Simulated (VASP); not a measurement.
# Na (Im-3m) in VASP: further runs

Na is run at these levels: PBEsol; tasks: single point, relaxation of volume and atoms at fixed shape.

Everything below comes from runs of VASP 6.6.1. Logs are shortened: lines on timing, memory, paths and dates and some standing lists are left out, and cuts for length are marked.

### Step 1. The cell of the first run

Symmetry: Im-3m, No. 229, cubic system. Conventional cell: a = 4.169 Å, b = 4.169 Å, c = 4.169 Å, α = 90.00°, β = 90.00°, γ = 90.00°. Within 4.7 Å of Na (site symmetry m-3m) lie 14 Na at 3.61 to 4.17 Å.

### Step 2. Single point, PBEsol

INCAR reads:

```
PREC = Accurate
ENCUT = 520
EDIFF = 1E-6
ISMEAR = -1
SIGMA = 0.05
LREAL = False
LASPH = True
NELM = 60
ALGO = Normal
ISIF = 2
LWAVE = False
LCHARG = False
GGA = PS
NBANDS = 10
```

KPOINTS reads:

```
Automatic mesh
0
Gamma
  7 7 7
```

POSCAR reads:

```
Na
1.0
   -2.0847160812      2.0847160812      2.0847160812
    2.0847160812     -2.0847160812      2.0847160812
    2.0847160812      2.0847160812     -2.0847160812
Na
1
Direct
    0.0000000000      0.0000000000      0.0000000000
```

Potentials or basis: VASP PAW PBE potentials, release 64 (Na_pv).

On the command line:

```bash
$ cat potpaw_PBE.64/Na_pv/POTCAR > POTCAR
$ mpirun -np 1 vasp_std > vasp.out
```

OUTCAR:

```text
PREC = Accurate
   ENCUT = 520
   EDIFF = 1E-6
   ISMEAR = -1
   LREAL = False
   LASPH = True
   NELM = 60
   ISIF = 2
   GGA = PS

 ion  position               nearest neighbor table
   1  0.000  0.000  0.000-

  LATTYP: Found a body centered cubic cell.
 ALAT       =     4.1694321624

  Lattice vectors:

 A1 = (  -2.0847160812,   2.0847160812,   2.0847160812)
 A2 = (   2.0847160812,  -2.0847160812,   2.0847160812)
 A3 = (   2.0847160812,   2.0847160812,  -2.0847160812)

Analysis of symmetry for initial positions (statically):
=====================================================================
 Subroutine PRICEL returns:
 Original cell was already a primitive cell.

 Routine SETGRP: Setting up the symmetry group for a
 body centered cubic supercell.

 Subroutine GETGRP returns: Found 48 space group operations
 (whereof 48 operations were pure point group operations)
 out of a pool of 48 trial point group operations.

The static configuration has the point symmetry O_h .

Analysis of symmetry for dynamics (positions and initial velocities):
=====================================================================
 Subroutine PRICEL returns:
 Original cell was already a primitive cell.

 Routine SETGRP: Setting up the symmetry group for a
 body centered cubic supercell.

 Subroutine GETGRP returns: Found 48 space group operations
 (whereof 48 operations were pure point group operations)
 out of a pool of 48 trial point group operations.

The dynamic configuration has the point symmetry O_h .

 Subroutine INISYM returns: Found 48 space group operations
 (whereof 48 operations are pure point group operations),
 and found     1 'primitive' translations

----------------------------------------------------------------------------------------

                                     Primitive cell

  volume of cell :      36.2410

  direct lattice vectors                    reciprocal lattice vectors
    -2.084716081  2.084716081  2.084716081     0.000000000  0.239840813  0.239840813
     2.084716081 -2.084716081  2.084716081     0.239840813  0.000000000  0.239840813
     2.084716081  2.084716081 -2.084716081     0.239840813  0.239840813  0.000000000

  length of vectors
     3.610834172  3.610834172  3.610834172     0.339186131  0.339186131  0.339186131

  position of ions in fractional coordinates (direct lattice)
     0.000000000  0.000000000  0.000000000

  ion indices of the primitive-cell ions
   primitive index   ion index
                 1           1

----------------------------------------------------------------------------------------

 KPOINTS: Automatic mesh

Automatic generation of k-mesh.
 Grid dimensions read from file:
 generate k-points for:    7    7    7

 Generating k-lattice:

  Cartesian coordinates                     Fractional coordinates (reciprocal lattice)
     0.000000000  0.034262973  0.034262973     0.142857143  0.000000000  0.000000000
     0.034262973  0.000000000  0.034262973     0.000000000  0.142857143  0.000000000
     0.034262973  0.034262973  0.000000000     0.000000000  0.000000000  0.142857143

  Length of vectors
     0.048455162  0.048455162  0.048455162

  Shift w.r.t. Gamma in fractional coordinates (k-lattice)
     0.000000000  0.000000000  0.000000000

 Subroutine IBZKPT returns following result:
 ===========================================

 Found     20 irreducible k-points:

 Following reciprocal coordinates:
            Coordinates               Weight
  0.000000  0.000000  0.000000      1.000000
  0.142857  0.000000  0.000000     12.000000
  0.285714  0.000000  0.000000     12.000000
  0.428571  0.000000  0.000000     12.000000
  0.142857  0.142857  0.000000     24.000000
  0.285714  0.142857  0.000000     48.000000
[... 12 lines left out ...]
 -0.428571 -0.428571  0.285714      8.000000
 -0.428571  0.428571  0.428571      6.000000
   k-points           NKPTS =     20   k-points in BZ     NKDIM =     20   number of bands    NBANDS=     10
   number of dos      NEDOS =    301   number of ions     NIONS =      1
   total plane-waves  NPLWV =  21952
   dimension x,y,z NGX =    28 NGY =   28 NGZ =   28
   dimension x,y,z NGXF=    56 NGYF=   56 NGZF=   56
   ions per type =               1
   NGX,Y,Z   is equivalent  to a cutoff of  12.89, 12.89, 12.89 a.u.
   NGXF,Y,Z  is equivalent  to a cutoff of  25.78, 25.78, 25.78 a.u.
 SYSTEM =  unknown system
   PREC   = accura    normal or accurate (medium, high low for compatibility)
   ISTART =      0    job   : 0-new  1-cont  2-samecut
   ICHARG =      2    charge: 1-file 2-atom 10-const
   ISPIN  =      1    spin polarized calculation?
   LNONCOLLINEAR =      F non collinear calculations
   LSORBIT =      F    spin-orbit coupling
   LASPH  =      T    aspherical Exc in radial PAW
   ENCUT  =  520.0 eV  38.22 Ry    6.18 a.u.   6.71  6.71  6.71*2*pi/ulx,y,z
   NELM   =     60;   NELMIN=  2; NELMDL= -5     # of ELM steps
   EDIFF  = 0.1E-05   stopping-criterion for ELM
   LREAL  =      F    real-space projection
   EDIFFG = 0.1E-04   stopping-criterion for IOM
   NSW    =      0    number of steps for IOM
   IBRION =     -1    ionic relax: 0-MD 1-quasi-New 2-CG
   NFREE  =      0    steps in history (QN), initial steepest desc. (CG)
   ISIF   =      2    stress and relaxation
   ISYM   =      2    0-nonsym 1-usesym 2-fastsym
   POTIM  = 0.5000    time-step for ionic-motion
   TEBEG  =    0.0;   TEEND  =   0.0 temperature during run
   PSTRESS=    0.0 pullay stress
   NELECT =       7.0000    total number of electrons
   NUPDOWN=      -1.0000    fix difference up-down
   EMIN   =  10.00;   EMAX   =-10.00  energy-range for DOS
   EFERMI =   0.00;   METHOD = LEGACY
   ISMEAR =    -1;   SIGMA  =   0.05  broadening in eV -4-tet -1-fermi 0-gaus
   EFERMI_NEDOS =   21; number of points for ismear=-14 and -15
   IALGO  =     38    algorithm
   IMIX   =      4    mixing-type and parameters
     AMIX     =   0.40;   BMIX     =  1.00
     AMIX_MAG =   1.60;   BMIX_MAG =  1.00
  volume/ion in A,a.u.               =      36.24       244.57
  Fermi-wavevector in a.u.,A,eV,Ry     =   0.946326  1.788296 12.184455  0.895532
  Thomas-Fermi vector in A             =   2.074313
   LORBIT       =      0    0 simple, 1 ext, 2 COOP (PROOUT), +10 PAW based schemes
   GGA     = PS    functional components
   LHFCALC =     F    Hartree Fock is set to
   AEXX    =    0.0000 exact exchange contribution
   IVDW    =     0    specifies the selected vdW correction
   LEPSILON=     F    determine dielectric tensor
   LRPA    =     F    only Hartree local field effects (RPA)
 non-spin polarized calculation
  energy-cutoff  :      520.00
  volume of cell :       36.24
 maximum number of plane-waves:       989
   NGX = 13   NGY = 13   NGZ = 13

 number of electron       6.9999995 magnetization

 Free energy of the ion-electron system (eV)
  ---------------------------------------------------
  ext. energy  EPLUGINS =         0.00000000
  ---------------------------------------------------
  free energy    TOTEN  =        -1.40320773 eV

  energy without entropy =       -1.39838384  energy(sigma->0) =       -1.40079578

 E-fermi :   0.3149     XC(G=0):  -6.5612

 val. band max:        0.2321324330   @ k =  -0.2857   0.4286   0.1429
 cond. band min:       0.5692885574   @ k =  -0.4286   0.4286   0.1429
 fundamental gap:      0.3371561244
 Fermi energy:         0.3149324638

 k-point     1 :       0.0000    0.0000    0.0000
  band No.  band energies     occupation
      1     -24.3971      2.00000
      2     -24.3971      2.00000
      3     -24.3971      2.00000
      4      -2.9555      2.00000
      5      12.2501      0.00000
      6      12.2502      0.00000
      7      12.2502      0.00000
      8      13.2684      0.00000
      9      13.2685      0.00000
     10      13.8202      0.00000

 k-point     2 :       0.1429    0.0000    0.0000
  band No.  band energies     occupation
      1     -24.4045      2.00000
      2     -24.3995      2.00000
      3     -24.3971      2.00000
      4      -2.5910      2.00000
      5       9.1523      0.00000
      6      10.7963      0.00000
      7      11.3005      0.00000
      8      11.6973      0.00000
      9      12.4601      0.00000
     10      14.3335      0.00000

 k-point     3 :       0.2857    0.0000    0.0000
  band No.  band energies     occupation
      1     -24.4211      2.00000
      2     -24.4051      2.00000
      3     -24.3970      2.00000
      4      -1.5134      2.00000
      5       5.6331      0.00000
      6       9.4423      0.00000
      7      10.2770      0.00000
      8      10.4575      0.00000
      9      11.6097      0.00000
     10      15.2135      0.00000

 k-point     4 :       0.4286    0.0000    0.0000
  band No.  band energies     occupation
      1     -24.4343      2.00000
      2     -24.4096      2.00000
      3     -24.3970      2.00000
      4       0.2282      1.70015
      5       2.6695      0.00000
      6       8.7517      0.00000
      7       9.7480      0.00000
      8       9.8384      0.00000
      9      11.0056      0.00000
     10      16.4020      0.00000

 k-point     5 :       0.1429    0.1429    0.0000
  band No.  band energies     occupation
      1     -24.4159      2.00000
      2     -24.4025      2.00000
      3     -24.3988      2.00000
      4      -1.8700      2.00000
      5       7.2560      0.00000
      6       7.9352      0.00000
      7      10.1606      0.00000
      8      11.9097      0.00000
      9      12.8474      0.00000
     10      14.7881      0.00000

 k-point     6 :       0.2857    0.1429    0.0000
  band No.  band energies     occupation
      1     -24.4284      2.00000
      2     -24.4091      2.00000
      3     -24.3994      2.00000
      4      -0.4588      2.00000
      5       4.2951      0.00000
      6       6.6996      0.00000
      7       9.2449      0.00000
      8      11.3626      0.00000
      9      13.4369      0.00000
     10      14.3586      0.00000
[... 131 lines left out ...]
 k-point    17 :      -0.2857    0.2857    0.2857
  band No.  band energies     occupation
      1     -24.4201      2.00000
      2     -24.4139      2.00000
      3     -24.4139      2.00000
      4      -0.1111      1.99960
      5       6.5057      0.00000
      6       6.7121      0.00000
      7       6.7122      0.00000
      8       8.6373      0.00000
      9      14.0851      0.00000
     10      15.0367      0.00000

 k-point    18 :      -0.4286    0.4286    0.2857
  band No.  band energies     occupation
      1     -24.4281      2.00000
      2     -24.4188      2.00000
      3     -24.4146      2.00000
      4       1.5794      0.00000
      5       3.9531      0.00000
      6       6.0970      0.00000
      7       6.7145      0.00000
      8       8.9618      0.00000
      9      11.6036      0.00000
     10      14.9974      0.00000

 k-point    19 :      -0.4286   -0.4286    0.2857
  band No.  band energies     occupation
      1     -24.4258      2.00000
      2     -24.4258      2.00000
      3     -24.4159      2.00000
      4       3.3122      0.00000
      5       3.3122      0.00000
      6       4.3809      0.00000
      7       7.9538      0.00000
      8       7.9538      0.00000
      9      10.1176      0.00000
     10      15.2788      0.00000

 k-point    20 :      -0.4286    0.4286    0.4286
  band No.  band energies     occupation
      1     -24.4251      2.00000
      2     -24.4239      2.00000
      3     -24.4239      2.00000
      4       3.2060      0.00000
      5       5.0980      0.00000
      6       5.4880      0.00000
      7       5.4880      0.00000
      8       6.6704      0.00000
      9       9.1708      0.00000
     10      18.4639      0.00000

------------------------ aborting loop because EDIFF is reached ----------------------------------------

  FORCE on cell =-STRESS in cart. coord.  units (eV):
  Direction    XX          YY          ZZ          XY          YZ          ZX
  --------------------------------------------------------------------------------------
  -------------------------------------------------------------------------------------
  Total       -0.0032113     -0.0032113     -0.0032113      0.0000000     -0.0000000     -0.0000000
  in kB       -0.1419671     -0.1419671     -0.1419671      0.0000000     -0.0000000     -0.0000000
  external PRESSURE =      -0.1419671 kB  Pullay stress =       0.0000000 kB

 VOLUME and BASIS-vectors are now :
 -----------------------------------------------------------------------------
  energy-cutoff  :      520.00
  volume of cell :       36.24
      direct lattice vectors                 reciprocal lattice vectors
    -2.084716081  2.084716081  2.084716081     0.000000000  0.239840813  0.239840813
     2.084716081 -2.084716081  2.084716081     0.239840813  0.000000000  0.239840813
     2.084716081  2.084716081 -2.084716081     0.239840813  0.239840813  0.000000000

 POSITION                                       TOTAL-FORCE (eV/Angst)
 -----------------------------------------------------------------------------------
      0.00000      0.00000      0.00000         0.000000     -0.000000      0.000000
 -----------------------------------------------------------------------------------
    total drift:                                0.000000      0.000000      0.000000

  FREE ENERGIE OF THE ION-ELECTRON SYSTEM (eV)
  ---------------------------------------------------
  free  energy   TOTEN  =        -1.4032077283 eV

  energy  without entropy=       -1.3983838396  energy(sigma->0) =       -1.40079578
```

It used 11 s of CPU time on 1 thread of AMD EPYC 7R13 Processor (Zen 3) (shared host).

What came out:

| Quantity | Value |
| --- | --- |
| Free energy | -1.4032 eV |
| Pressure | 0.0 GPa |

Levels at points of the mesh, in eV from the Fermi level:
| k point | band 1 | band 2 | band 3 | band 4 | band 5 | band 6 | band 7 | band 8 | band 9 |
| --- | --- | --- | --- | --- | --- | --- | --- | --- | --- |
| (0.00, 0.00, 0.00) | -24.71 | -24.71 | -24.71 | -3.27 | 11.94 | 11.94 | 11.94 | 12.95 | 12.95 |

Caveat: the PAW data sets were made with another functional, which shifts forces and pressure a little.

### Step 3. Relaxation of volume and atoms at fixed shape, PBEsol

This run uses another cell than the first one, of 39.26 Å³/atom, 1.083 times its volume.

INCAR reads:

```
SYSTEM = Na
PREC = Accurate
ENCUT = 600
EDIFF = 1E-6
ISMEAR = -1
SIGMA = 0.05
LREAL = .False.
LASPH = .True.
NELM = 100
ALGO = Normal
ISIF = 8
LWAVE = .False.
LCHARG = .False.
GGA = PS
IBRION = 2
NSW = 80
EDIFFG = -0.02
```

KPOINTS reads:

```
regular mesh
0
Gamma
  7 7 7
  0 0 0
```

POSCAR reads:

```
Na
1.0
   -2.1410000000      2.1410000000      2.1410000000
    2.1410000000     -2.1410000000      2.1410000000
    2.1410000000      2.1410000000     -2.1410000000
Na
1
Direct
    0.0000000000      0.0000000000      0.0000000000
```

Potentials or basis: VASP PAW PBE potentials, release 64 (Na_pv).

On the command line:

```bash
$ cat potpaw_PBE.64/Na_pv/POTCAR > POTCAR
$ mpirun -np 1 vasp_std > vasp.out
```

It used 15 s of CPU time on 1 thread of AMD EPYC 7R13 Processor (Zen 3) (shared host).

It converged, with:

* Free energy: -1.4036 eV
* Relaxed volume: 36.23 Å³/atom
* Relaxed cell: a = 3.610 Å, b = 3.610 Å, c = 3.610 Å, α = 109.47°, β = 109.47°, γ = 109.47°
* Space group after relaxing (to 0.05 Å): Im-3m (No. 229)
* Energy gained by relaxing: 5.6 meV/atom
* Ionic steps: 3
* Pressure after relaxing: 0.0 GPa

Step by step:
```
step  energy change (eV)  largest force (eV/Å)  pressure (GPa)  volume (Å³)
   1              0.0000                0.0000           -0.56        39.26
   2             -0.0024                0.0000           -0.44        38.48
   3             -0.0056                0.0000           -0.02        36.23
```

Final structure:
```
Na
1.0
    -2.08451    2.08451    2.08451
     2.08451   -2.08451    2.08451
     2.08451    2.08451   -2.08451
Na
1
Cartesian
  0.0000 0.0000 0.0000
```

Levels at points of the mesh, in eV from the Fermi level:
```csv
k point,band 1,band 2,band 3,band 4,band 5,band 6,band 7
"(0.00, 0.00, 0.00)",-24.71,-24.71,-24.71,-3.27,11.94,11.94,11.94
```

Caveat: the PAW data sets were made with another functional, which shifts forces and pressure a little.
